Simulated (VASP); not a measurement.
# Ru in VASP: relaxation of the atoms with PBEsol

Aim: the relaxation of the atoms of Ru with PBEsol.

Everything below comes from runs of VASP 6.6.1. Logs are shortened: lines on timing, memory, paths and dates and some standing lists are left out, and cuts for length are marked.

## 1. The cell of the first run

The cell holds a slab with vacuum, 12 atoms: a = 5.400 Å, b = 5.400 Å, c = 15.277 Å, α = 90.00°, β = 90.00°, γ = 60.00°.

## 2. Relaxation of the atoms, PBEsol

INCAR

```
PREC = Accurate
ENCUT = 520
EDIFF = 1E-6
ISMEAR = -1
SIGMA = 0.1
LREAL = F
LASPH = T
NELM = 80
ALGO = Normal
ISIF = 2
LWAVE = F
LCHARG = F
GGA = PS
IBRION = 2
NSW = 45
EDIFFG = -0.08
```

KPOINTS

```
regular mesh
0
Gamma
  2 2 1
```

POSCAR

```
Ru
1.0
    5.4000000000      0.0000000000      0.0000000000
    2.7000000000      4.6765370000      0.0000000000
    0.0000000000      0.0000000000     15.2768000000
Ru
12
Selective dynamics
Direct
    0.0000000000      0.0000000000      0.0654587000  F F F
    0.5000000000      0.0000000000      0.0654587000  F F F
    0.0000000000      0.5000000000      0.0654587000  F F F
    0.5000000000      0.5000000000      0.0654587000  F F F
   -0.1666667000      0.3333333000      0.2054357000  T T T
    0.3333333000      0.3333333000      0.2054357000  T T T
   -0.1666667000      0.8333333000      0.2054357000  T T T
    0.3333333000      0.8333333000      0.2054357000  T T T
    0.0000000000      0.0000000000      0.3454127000  T T T
    0.5000000000      0.0000000000      0.3454127000  T T T
    0.0000000000      0.5000000000      0.3454127000  T T T
    0.5000000000      0.5000000000      0.3454127000  T T T
```

Potentials or basis: VASP PAW PBE potentials, release 64 (Ru_pv).

Command:

```bash
> cat potpaw_PBE.64/Ru_pv/POTCAR > POTCAR
> mpirun -np 1 vasp_std > vasp.out
```

OUTCAR:

```text
PREC = Accurate
   ENCUT = 520
   EDIFF = 1E-6
   ISMEAR = -1
   LREAL = F
   LASPH = T
   NELM = 80
   ISIF = 2
   GGA = PS
   IBRION = 2
   NSW = 45
   EDIFFG = -0.08

 ion  position               nearest neighbor table
   1  0.000  0.000  0.065-   5 2.65   8 2.65   7 2.65   3 2.70   3 2.70   4 2.70   4 2.70   2 2.70
                             2 2.70
   2  0.500  0.000  0.065-   6 2.65   7 2.65   8 2.65   4 2.70   3 2.70   4 2.70   3 2.70   1 2.70
                             1 2.70
   3  0.000  0.500  0.065-   7 2.65   6 2.65   5 2.65   1 2.70   1 2.70   2 2.70   2 2.70   4 2.70
                             4 2.70
   4  0.500  0.500  0.065-   8 2.65   5 2.65   6 2.65   2 2.70   1 2.70   2 2.70   1 2.70   3 2.70
                             3 2.70
   5  0.833  0.333  0.205-   9 2.65   1 2.65  12 2.65   4 2.65  11 2.65   3 2.65   7 2.70   7 2.70
                             8 2.70   8 2.70   6 2.70   6 2.70
   6  0.333  0.333  0.205-  10 2.65   2 2.65  11 2.65   3 2.65  12 2.65   4 2.65   8 2.70   7 2.70
                             8 2.70   7 2.70   5 2.70   5 2.70
   7  0.833  0.833  0.205-  11 2.65   3 2.65  10 2.65   2 2.65   9 2.65   1 2.65   5 2.70   5 2.70
                             6 2.70   6 2.70   8 2.70   8 2.70
   8  0.333  0.833  0.205-  12 2.65   4 2.65   9 2.65   1 2.65  10 2.65   2 2.65   6 2.70   5 2.70
                             6 2.70   5 2.70   7 2.70   7 2.70
   9  0.000  0.000  0.345-   5 2.65   8 2.65   7 2.65  11 2.70  11 2.70  12 2.70  12 2.70  10 2.70
[... 14 lines left out ...]
 A1 = (  -2.7000000000,  -4.6765370000,   0.0000000000)
 A2 = (   5.4000000000,   0.0000000000,   0.0000000000)
 A3 = (   0.0000000000,   0.0000000000,  15.2768000000)

Analysis of symmetry for initial positions (statically):
=====================================================================
 Subroutine PRICEL returns following result:

  LATTYP: Found a hexagonal cell.
 ALAT       =     2.6999999219
 C/A-ratio  =     5.6580742378
[... 12 lines left out ...]
 Subroutine GETGRP returns: Found 12 space group operations
 (whereof  6 operations were pure point group operations)
 out of a pool of 24 trial point group operations.

The static configuration has the point symmetry C_3v.
 The point group associated with its full space group is D_3h.

Analysis of symmetry for dynamics (positions and initial velocities):
=====================================================================
 Subroutine PRICEL returns following result:

  LATTYP: Found a hexagonal cell.
 ALAT       =     2.6999999219
 C/A-ratio  =     5.6580742378
[... 12 lines left out ...]
 Subroutine GETGRP returns: Found 12 space group operations
 (whereof  6 operations were pure point group operations)
 out of a pool of 24 trial point group operations.

The dynamic configuration has the point symmetry C_3v.
 The point group associated with its full space group is D_3h.

Analysis of constrained symmetry for selective dynamics:
[... 123 lines left out ...]
  Fermi-wavevector in a.u.,A,eV,Ry     =   1.240874  2.344912 20.949826  1.539769
  Thomas-Fermi vector in A             =   2.375296
   LORBIT       =      0    0 simple, 1 ext, 2 COOP (PROOUT), +10 PAW based schemes
   GGA     = PS    functional components
   LHFCALC =     F    Hartree Fock is set to
   AEXX    =    0.0000 exact exchange contribution
   IVDW    =     0    specifies the selected vdW correction
   LEPSILON=     F    determine dielectric tensor
   LRPA    =     F    only Hartree local field effects (RPA)
 conjugate gradient relaxation of ions
 non-spin polarized calculation
  energy-cutoff  :      520.00
  volume of cell :      385.79
 maximum number of plane-waves:     10388
   NGX = 21   NGY = 21   NGZ = 57

--------------------------------------- Ionic step        1  -------------------------------------------

 number of electron     167.9999971 magnetization

 Free energy of the ion-electron system (eV)
  ---------------------------------------------------
  ext. energy  EPLUGINS =         0.00000000
  ---------------------------------------------------
  free energy    TOTEN  =      -113.01387994 eV

  energy without entropy =     -112.24119911  energy(sigma->0) =     -112.62753953

------------------------ aborting loop because EDIFF is reached ----------------------------------------

  FORCE on cell =-STRESS in cart. coord.  units (eV):
  Direction    XX          YY          ZZ          XY          YZ          ZX
  --------------------------------------------------------------------------------------
  -------------------------------------------------------------------------------------
  Total      -18.0584351    -18.0584337    -20.7008065      0.0000000      0.0000000      0.0000000
  in kB      -74.9963569    -74.9963511    -85.9700780      0.0000000      0.0000000      0.0000000
  external PRESSURE =     -78.6542620 kB  Pullay stress =       0.0000000 kB
[... 171 lines left out ...]
--------------------------------------- Ionic step        5  -------------------------------------------

 number of electron     167.9999953 magnetization

 Free energy of the ion-electron system (eV)
  ---------------------------------------------------
  ext. energy  EPLUGINS =         0.00000000
  ---------------------------------------------------
  free energy    TOTEN  =      -113.58307526 eV

  energy without entropy =     -112.97818323  energy(sigma->0) =     -113.28062924

 E-fermi :   2.6452     XC(G=0):  -7.2076

 val. band max:        2.5695477195   @ k =   0.0000   0.0000   0.0000
 cond. band min:       2.7656816953   @ k =   0.5000  -0.0000   0.0000
 fundamental gap:      0.1961339758
 Fermi energy:         2.6452492060

 k-point     1 :       0.0000    0.0000    0.0000
  band No.  band energies     occupation
      1     -41.1611      2.00000
      2     -41.1611      2.00000
      3     -41.1611      2.00000
      4     -41.1361      2.00000
      5     -40.9251      2.00000
      6     -40.9251      2.00000
[... 88 lines left out ...]
     95       4.8245      0.00000
     96       4.8245      0.00000

 k-point     2 :       0.5000   -0.0000    0.0000
  band No.  band energies     occupation
      1     -41.0141      2.00000
      2     -41.0141      2.00000
      3     -41.0134      2.00000
      4     -41.0134      2.00000
      5     -40.8978      2.00000
      6     -40.8978      2.00000
[... 88 lines left out ...]
     95       3.8599      0.00001
     96       3.8599      0.00001
 [bands above 96 left out]

------------------------ aborting loop because EDIFF is reached ----------------------------------------

  FORCE on cell =-STRESS in cart. coord.  units (eV):
  Direction    XX          YY          ZZ          XY          YZ          ZX
  --------------------------------------------------------------------------------------
  -------------------------------------------------------------------------------------
  Total      -10.6469180    -10.6469171     -0.3116879      0.0000000      0.0000000      0.0000000
  in kB      -44.2164592    -44.2164558     -1.2944342      0.0000000      0.0000000      0.0000000
  external PRESSURE =     -29.9091164 kB  Pullay stress =       0.0000000 kB
[... 27 lines left out ...]
  FREE ENERGIE OF THE ION-ELECTRON SYSTEM (eV)
  ---------------------------------------------------
  free  energy   TOTEN  =      -113.5830752591 eV

  energy  without entropy=     -112.9781832250  energy(sigma->0) =     -113.28062924

 reached required accuracy - stopping structural energy minimisation
```

OSZICAR:

```text
N       E                     dE             d eps       ncg     rms          rms(c)
DAV:   1     0.186678768671E+04    0.18668E+04   -0.10446E+05   480   0.163E+03
DAV:   2    -0.539702059403E+02   -0.19208E+04   -0.18636E+04   424   0.491E+02
DAV:   3    -0.119881111016E+03   -0.65911E+02   -0.62397E+02   524   0.848E+01
[... 80 lines left out ...]
DAV:  11    -0.113583054234E+03   -0.14458E-04   -0.19674E-06   288   0.416E-03    0.377E-03
DAV:  12    -0.113583068642E+03   -0.14408E-04   -0.24519E-06   272   0.370E-03    0.125E-03
DAV:  13    -0.113583072900E+03   -0.42580E-05   -0.50221E-07   232   0.157E-03    0.651E-04
DAV:  14    -0.113583075033E+03   -0.21339E-05   -0.55552E-07   248   0.982E-04    0.269E-04
DAV:  15    -0.113583075259E+03   -0.22575E-06   -0.47326E-08   208   0.563E-04
   5 F= -.11358308E+03 E0= -.11328063E+03  d E =-.235825E+00
```

CONTCAR:

```text
Ru
   1.00000000000000
     5.4000000000000004    0.0000000000000000    0.0000000000000000
     2.7000000000000002    4.6765369999999997    0.0000000000000000
     0.0000000000000000    0.0000000000000000   15.2767999999999997
  Ru
    12
Selective dynamics
Direct
     0.0000000000000000    0.0000000000000000    0.0654587000000006   F   F   F
     0.5000000000000000    0.0000000000000000    0.0654587000000006   F   F   F
     0.0000000000000000    0.5000000000000000    0.0654587000000006   F   F   F
     0.5000000000000000    0.5000000000000000    0.0654587000000006   F   F   F
     0.8333332999999996    0.3333332999999996    0.1980886292677804   T   T   T
     0.3333332999999996    0.3333332999999996    0.1980886292677804   T   T   T
     0.8333332999999996    0.8333332999999996    0.1980886292677804   T   T   T
     0.3333332999999996    0.8333332999999996    0.1980886292677804   T   T   T
     0.0000000000000000    0.0000000000000000    0.3309865566395073   T   T   T
     0.5000000000000000    0.0000000000000000    0.3309865566395073   T   T   T
     0.0000000000000000    0.5000000000000000    0.3309865566395073   T   T   T
     0.5000000000000000    0.5000000000000000    0.3309865566395073   T   T   T

  0.00000000E+00  0.00000000E+00  0.00000000E+00
  0.00000000E+00  0.00000000E+00  0.00000000E+00
  0.00000000E+00  0.00000000E+00  0.00000000E+00
  0.00000000E+00  0.00000000E+00  0.00000000E+00
  0.00000000E+00  0.00000000E+00  0.00000000E+00
  0.00000000E+00  0.00000000E+00  0.00000000E+00
  0.00000000E+00  0.00000000E+00  0.00000000E+00
  0.00000000E+00  0.00000000E+00  0.00000000E+00
  0.00000000E+00  0.00000000E+00  0.00000000E+00
  0.00000000E+00  0.00000000E+00  0.00000000E+00
  0.00000000E+00  0.00000000E+00  0.00000000E+00
  0.00000000E+00  0.00000000E+00  0.00000000E+00
```

Run time: 11 min. Hardware: 1 thread of Intel Xeon Platinum 8259CL at 2.50GHz (Skylake/Cascade Lake), shared host; peak memory 0.48 GiB.

What came out:

```yaml
Free_energy: -113.5831 eV
Energy_gained_by_relaxing: 47.4 meV/atom
Ionic_steps: 5
Band_gap_on_the_k_mesh: zero (bands 84 and 85 overlap by 0.85 eV)
```

The path:
```tsv
step	energy change (eV)	largest force on free atoms (eV/Å)	pressure (GPa)
1	0.0000	1.1993	-7.87
2	-0.2268	0.7378	-6.68
3	-0.3334	0.9923	-4.98
4	-0.4965	0.5790	-4.16
5	-0.5692	0.0403	-2.99
```

Final structure:
```
CELL_PARAMETERS angstrom
5.40000 0.00000 0.00000
2.70000 4.67654 0.00000
0.00000 0.00000 15.27680
ATOMIC_POSITIONS crystal
Ru 0.00000 0.00000 0.06546
Ru 0.50000 0.00000 0.06546
Ru 0.00000 0.50000 0.06546
Ru 0.50000 0.50000 0.06546
Ru 0.83333 0.33333 0.19809
Ru 0.33333 0.33333 0.19809
Ru 0.83333 0.83333 0.19809
Ru 0.33333 0.83333 0.19809
Ru 0.00000 0.00000 0.33099
Ru 0.50000 0.00000 0.33099
Ru 0.00000 0.50000 0.33099
Ru 0.50000 0.50000 0.33099
```

Caveat: the k points lie up to 0.67 Å⁻¹ apart, too coarse for converged energies and pressures of a metal; the PAW data sets were made with another functional, which shifts forces and pressure a little.
